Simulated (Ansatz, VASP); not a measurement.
# Nb: VASP beside Ansatz

Contents of INCAR:

```
SYSTEM = Nb
ALGO     = Normal         ! electronic algorithm
EDIFF    = 1E-6           ! SCF threshold, eV
ENCUT    = 520            ! plane-wave cutoff, eV
GGA      = PS             ! functional
ISIF     = 2              ! what is computed and relaxed
ISMEAR   = -1             ! smearing method
LASPH    = .True.         ! aspherical terms in the spheres
LCHARG   = .False.        ! write CHGCAR
LREAL    = .False.        ! projectors in reciprocal space
LWAVE    = .False.        ! write WAVECAR
NBANDS   = 20             ! bands
NELM     = 80             ! most SCF steps
PREC     = Accurate       ! precision mode
SIGMA    = 0.1            ! smearing width, eV
```

File KPOINTS:

```
k-points
0
Gamma
  11 11 11
  0 0 0
```

The input POSCAR:

```
Nb
1.0
    0.0000000000      2.9822812944      2.9822812944
    2.9822812944      0.0000000000      2.9822812944
    2.9822812944      2.9822812944      0.0000000000
Nb
2
Direct
    0.1250000000      0.1250000000      0.1250000000
    0.8750000000      0.8750000000      0.8750000000
```

Input for Ansatz:

```yaml
crystal:
  lattice:
    - [0.0, 2.9822812944, 2.9822812944]
    - [2.9822812944, 0.0, 2.9822812944]
    - [2.9822812944, 2.9822812944, 0.0]
  atoms:
    - { symbol: Nb, position: [0.125, 0.125, 0.125] }
    - { symbol: Nb, position: [0.875, 0.875, 0.875] }
hamiltonian:
  xc: pbesol
  pseudopotentials:
    kind: paw
    azcp:
      Nb: "pseudopotentials/Nb.paw.azcp"
basis:
  ecutwfc: 420
  fft_grid_basis: typed
kpoints:
  mp_grid: { grid: [11, 11, 11], shift: [0, 0, 0] }
magnetization:
  spin_polarized: false
scf:
  occupations: { method: fermi_dirac, width: 0.1 }
  lower_state_search: "off"
output:
  stress: true
```

Alike in both runs: task single point; functional PBEsol; k mesh 11 × 11 × 11; occupations fermi-dirac, width 0.1 eV; no spin polarisation.

|  | VASP | Ansatz |
| --- | --- | --- |
| version | VASP 6.6.1 | Ansatz 0.2.0 |
| potentials or method | VASP PAW PBE potentials, release 64 (Nb_sv), cutoff 520 eV | plane waves (420 eV) with PAW, scalar-relativistic |
| valence electrons in the cell | 26 | 26 |

|  | VASP | Ansatz | Ansatz less VASP |
| --- | --- | --- | --- |
| pressure (GPa) | -4.9 | -4.9 | -0.01 |

VASP's potentials were made for PBE, not for PBEsol, and Ansatz warns of the same on its side.
